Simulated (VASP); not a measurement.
# Mn3SiB (Pm-3m) in VASP: further runs

The runs below take Mn3SiB through single point, with PBE.

Program: VASP 6.6.1. These are calculated values, not measurements. Logs are shortened: lines on timing, memory, paths and dates and some standing lists are left out, and cuts for length are marked.

**1. The cell of the first run**

The structure is cubic, space group Pm-3m (No. 221). The conventional cell has a = 3.806 Å, b = 3.806 Å, c = 3.806 Å, α = 90.00°, β = 90.00°, γ = 90.00°. Si (site symmetry m-3m) has 12 Mn at 2.69 Å and 8 B at 3.30 Å within 3.5 Å. B (site symmetry m-3m) has 6 Mn at 1.90 Å within 2.5 Å. Mn (site symmetry 4/mmm) has 2 B at 1.90 Å within 2.5 Å.

**2. Single point, PBE, collinear spin, ferromagnetic start**

Input file INCAR:

```
  ALGO = Normal
  EDIFF = 1E-6
  ENCUT = 520
  GGA = PE
  ISIF = 2
  ISMEAR = 0
  ISPIN = 2
  LASPH = T
  LCHARG = F
  LMAXMIX = 4
  LORBIT = 11
  LREAL = F
  LWAVE = F
  MAGMOM = 0 0 4 4 4
  NBANDS = 35
  NELM = 150
  PREC = Accurate
  SIGMA = 0.1
```

Input file KPOINTS:

```
k-points
0
Gamma
  10 10 10
```

Input file POSCAR:

```
Mn3SiB
1.0
    3.8064402884      0.0000000000      0.0000000000
    0.0000000000      3.8064402884      0.0000000000
    0.0000000000      0.0000000000      3.8064402884
Si B Mn
1 1 3
Direct
    0.0000000000      0.0000000000      0.0000000000
    0.5000000000      0.5000000000      0.5000000000
    0.5000000000      0.5000000000      0.0000000000
    0.5000000000      0.0000000000      0.5000000000
    0.0000000000      0.5000000000      0.5000000000
```

Potentials or basis: VASP PAW PBE potentials, release 64 (Si, B, Mn_pv).

The run is started by

```sh
cat potpaw_PBE.64/Si/POTCAR potpaw_PBE.64/B/POTCAR potpaw_PBE.64/Mn_pv/POTCAR > POTCAR
mpirun -np 1 vasp_std > vasp.out
```

OUTCAR:

```text
EDIFF = 1E-6
   ENCUT = 520
   GGA = PE
   ISIF = 2
   ISMEAR = 0
   ISPIN = 2
   LASPH = T
   LORBIT = 11
   LREAL = F
   NELM = 150
   PREC = Accurate

 ion  position               nearest neighbor table
   1  0.000  0.000  0.000-   3 2.69   4 2.69   5 2.69   4 2.69   5 2.69   3 2.69   5 2.69   5 2.69
                             3 2.69   4 2.69   4 2.69   3 2.69
   2  0.500  0.500  0.500-   3 1.90   4 1.90   5 1.90   3 1.90   4 1.90   5 1.90
   3  0.500  0.500  0.000-   2 1.90   2 1.90   4 2.69   5 2.69   1 2.69   4 2.69   5 2.69   1 2.69
                             4 2.69   4 2.69   1 2.69   5 2.69   5 2.69   1 2.69
   4  0.500  0.000  0.500-   2 1.90   2 1.90   3 2.69   5 2.69   1 2.69   3 2.69   1 2.69   3 2.69
                             5 2.69   3 2.69   1 2.69   5 2.69   1 2.69   5 2.69
   5  0.000  0.500  0.500-   2 1.90   2 1.90   3 2.69   4 2.69   1 2.69   3 2.69   1 2.69   4 2.69
                             1 2.69   1 2.69   3 2.69   4 2.69   3 2.69   4 2.69

  LATTYP: Found a simple cubic cell.
 ALAT       =     3.8064402884

  Lattice vectors:

 A1 = (   3.8064402884,   0.0000000000,   0.0000000000)
 A2 = (   0.0000000000,   3.8064402884,   0.0000000000)
 A3 = (   0.0000000000,   0.0000000000,   3.8064402884)

Analysis of symmetry for initial positions (statically):
=====================================================================
 Subroutine PRICEL returns:
 Original cell was already a primitive cell.

 Routine SETGRP: Setting up the symmetry group for a
 simple cubic supercell.

 Subroutine GETGRP returns: Found 48 space group operations
 (whereof 48 operations were pure point group operations)
 out of a pool of 48 trial point group operations.

The static configuration has the point symmetry O_h .

Analysis of symmetry for dynamics (positions and initial velocities):
=====================================================================
 Subroutine PRICEL returns:
 Original cell was already a primitive cell.

 Routine SETGRP: Setting up the symmetry group for a
 simple cubic supercell.

 Subroutine GETGRP returns: Found 48 space group operations
 (whereof 48 operations were pure point group operations)
 out of a pool of 48 trial point group operations.

The dynamic configuration has the point symmetry O_h .

Analysis of structural, dynamic, and magnetic symmetry:
=====================================================================
 Subroutine PRICEL returns:
 Original cell was already a primitive cell.

 Routine SETGRP: Setting up the symmetry group for a
[... 137 lines left out ...]
   GGA     = PE    functional components
   LHFCALC =     F    Hartree Fock is set to
   AEXX    =    0.0000 exact exchange contribution
   IVDW    =     0    specifies the selected vdW correction
   LEPSILON=     F    determine dielectric tensor
   LRPA    =     F    only Hartree local field effects (RPA)
 spin polarized calculation
 Gauss-broadening in eV      SIGMA  =   0.10
  energy-cutoff  :      520.00
  volume of cell :       55.15
 maximum number of plane-waves:      1503
   NGX = 15   NGY = 15   NGZ = 15

 number of electron      46.0000000 magnetization      12.0000000

 number of electron      46.0000049 magnetization       3.8916870

 Free energy of the ion-electron system (eV)
  ---------------------------------------------------
  ext. energy  EPLUGINS =         0.00000000
  ---------------------------------------------------
  free energy    TOTEN  =       -39.33790003 eV

  energy without entropy =      -39.32085732  energy(sigma->0) =      -39.32937867

 E-fermi :   9.4456     XC(G=0): -12.7742

 val. band max:        9.4408540399   @ k =   0.4000   0.3000   0.3000
 cond. band min:       9.4503485458   @ k =   0.3000   0.1000   0.1000
 fundamental gap:      0.0094945059
 Fermi energy:         9.4455554625

 spin component 1

 k-point     1 :       0.0000    0.0000    0.0000
  band No.  band energies     occupation
      1     -39.2529      1.00000
      2     -39.2529      1.00000
      3     -39.2529      1.00000
      4     -39.1126      1.00000
      5     -39.1126      1.00000
      6     -39.1126      1.00000
[... 901 lines left out ...]
     34      17.9146      0.00000
     35      18.0710      0.00000

 [... further k-points ...]

 spin component 2

 k-point     1 :       0.0000    0.0000    0.0000
  band No.  band energies     occupation
      1     -38.0095      1.00000
      2     -38.0095      1.00000
      3     -38.0095      1.00000
      4     -37.5214      1.00000
      5     -37.5214      1.00000
      6     -37.5214      1.00000
[... 901 lines left out ...]
     34      18.2333      0.00000
     35      18.4121      0.00000

 [... further k-points ...]
[... 5 lines left out ...]
  --------------------------------------------------------------------------------------
  -------------------------------------------------------------------------------------
  Total        0.0728467      0.0728467      0.0728467      0.0000000     -0.0000000      0.0000000
  in kB        2.1162320      2.1162320      2.1162320      0.0000000     -0.0000000      0.0000000
  external PRESSURE =       2.1162320 kB  Pullay stress =       0.0000000 kB

 VOLUME and BASIS-vectors are now :
 -----------------------------------------------------------------------------
  energy-cutoff  :      520.00
  volume of cell :       55.15
      direct lattice vectors                 reciprocal lattice vectors
     3.806440288  0.000000000  0.000000000     0.262712646  0.000000000  0.000000000
     0.000000000  3.806440288  0.000000000     0.000000000  0.262712646  0.000000000
     0.000000000  0.000000000  3.806440288     0.000000000  0.000000000  0.262712646

 POSITION                                       TOTAL-FORCE (eV/Angst)
 -----------------------------------------------------------------------------------
      0.00000      0.00000      0.00000         0.000000      0.000000      0.000000
      1.90322      1.90322      1.90322         0.000000      0.000000      0.000000
      1.90322      1.90322      0.00000         0.000000      0.000000      0.000000
      1.90322      0.00000      1.90322         0.000000      0.000000      0.000000
      0.00000      1.90322      1.90322         0.000000      0.000000      0.000000
 -----------------------------------------------------------------------------------
    total drift:                                0.000000      0.000000      0.000000

  FREE ENERGIE OF THE ION-ELECTRON SYSTEM (eV)
  ---------------------------------------------------
  free  energy   TOTEN  =       -39.3379000255 eV

  energy  without entropy=      -39.3208573195  energy(sigma->0) =      -39.32937867

 total charge

# of ion       s       p       d       tot
------------------------------------------
    1        0.716   0.784   0.000   1.501
    2        0.841   1.386   0.000   2.227
    3        0.341   6.394   5.249  11.983
    4        0.341   6.394   5.249  11.983
    5        0.341   6.394   5.249  11.983
--------------------------------------------------
tot          2.580  21.351  15.747  39.678

 magnetization (x)

# of ion       s       p       d       tot
------------------------------------------
    1       -0.017  -0.078   0.000  -0.094
    2       -0.019  -0.082   0.000  -0.101
    3        0.004   0.004   1.341   1.349
    4        0.004   0.004   1.341   1.349
    5        0.004   0.004   1.341   1.349
--------------------------------------------------
tot         -0.024  -0.149   4.024   3.851
```

Run time: 2.4 min. Hardware: 1 thread of Oxide Virtual Turin-like, shared host; peak memory 0.25 GiB.

What came out:

```yaml
Free_energy: -39.3379 eV
Pressure: 0.2 GPa
Net_moment: 3.89 μB per cell
Site_moments: Si -0.09; B -0.10; Mn +1.35 μB
Valence_electrons_inside_the_program's_atomic_spheres: Si 1.50; B 2.23; Mn 11.98
```

Levels at points of the mesh, in eV from the Fermi level:
Spin up:
| k point | band 21 | band 22 | band 23 | band 24 | band 25 | band 26 | band 27 | band 28 | band 29 | band 30 |
| --- | --- | --- | --- | --- | --- | --- | --- | --- | --- | --- |
| (0.00, 0.00, 0.00) | -1.09 | -1.09 | -0.58 | -0.58 | 0.58 | 0.74 | 0.74 | 0.74 | 2.98 | 2.98 |
| (0.50, 0.00, 0.00) | -1.30 | -0.88 | -0.88 | -0.66 | -0.21 | 0.74 | 2.41 | 2.58 | 2.58 | 3.20 |
| (0.50, 0.50, 0.00) | -1.50 | -1.02 | -0.77 | -0.63 | -0.60 | -0.39 | 1.07 | 1.07 | 4.56 | 4.78 |
| (0.50, 0.50, 0.50) | -1.59 | -1.59 | -1.59 | -0.76 | -0.76 | 0.54 | 0.54 | 0.54 | 0.83 | 3.33 |
Spin down:
```
           k point  band 19  band 20  band 21  band 22  band 23  band 24
(0.00, 0.00, 0.00)    -2.20     0.62     0.62     0.62     0.74     0.74
(0.50, 0.00, 0.00)    -1.31    -0.27     0.12     0.38     0.38     0.64
(0.50, 0.50, 0.00)    -0.96    -0.44    -0.44     0.02     0.35     0.66
(0.50, 0.50, 0.50)    -0.69    -0.69    -0.55    -0.55    -0.55     1.17
```

**3. Single point, PBE, collinear spin, ferromagnetic start**

Input file INCAR:

```
  ALGO = Fast
  EDIFF = 1E-7
  ENCUT = 520
  GGA = PE
  ISIF = 2
  ISMEAR = 0
  ISPIN = 2
  LASPH = T
  LCHARG = T
  LELF = T
  LMAXMIX = 4
  LORBIT = 11
  LREAL = F
  LVHAR = T
  LWAVE = F
  MAGMOM = 0 0 5 5 5
  NBANDS = 35
  NELM = 150
  PREC = Accurate
  SIGMA = 0.1
```

KPOINTS is that of step 2.

POSCAR is that of step 2.

Potentials or basis: VASP PAW PBE potentials, release 64 (Si, B, Mn_pv).

The run is started by

```sh
cat potpaw_PBE.64/Si/POTCAR potpaw_PBE.64/B/POTCAR potpaw_PBE.64/Mn_pv/POTCAR > POTCAR
mpirun -np 1 vasp_std > vasp.out
```

It took 3.9 min on 1 thread of Oxide Virtual Turin-like, shared host; peak memory 0.25 GiB.

It converged, with:

* Free energy: -39.3379 eV
* Pressure: 0.2 GPa
* Net moment: 3.89 μB per cell
* Site moments: Si -0.09; B -0.10; Mn +1.35 μB
* Valence electrons inside the program's atomic spheres: Si 1.50; B 2.23; Mn 11.98

Levels at points of the mesh, in eV from the Fermi level:
Spin up:
```
           k point  band 23  band 24  band 25  band 26  band 27  band 28
(0.00, 0.00, 0.00)    -0.58    -0.58     0.58     0.74     0.74     0.74
(0.50, 0.00, 0.00)    -0.88    -0.66    -0.21     0.74     2.41     2.58
(0.50, 0.50, 0.00)    -0.77    -0.63    -0.60    -0.39     1.07     1.07
(0.50, 0.50, 0.50)    -1.59    -0.76    -0.76     0.54     0.54     0.54
```
Spin down:
```csv
k point,band 18,band 19,band 20,band 21,band 22,band 23,band 24,band 25
"(0.00, 0.00, 0.00)",-2.20,-2.20,0.62,0.62,0.62,0.74,0.74,1.81
"(0.50, 0.00, 0.00)",-2.07,-1.31,-0.27,0.12,0.38,0.38,0.64,0.97
"(0.50, 0.50, 0.00)",-0.96,-0.96,-0.44,-0.44,0.02,0.35,0.66,1.08
"(0.50, 0.50, 0.50)",-0.69,-0.69,-0.69,-0.56,-0.56,-0.56,1.17,1.17
```
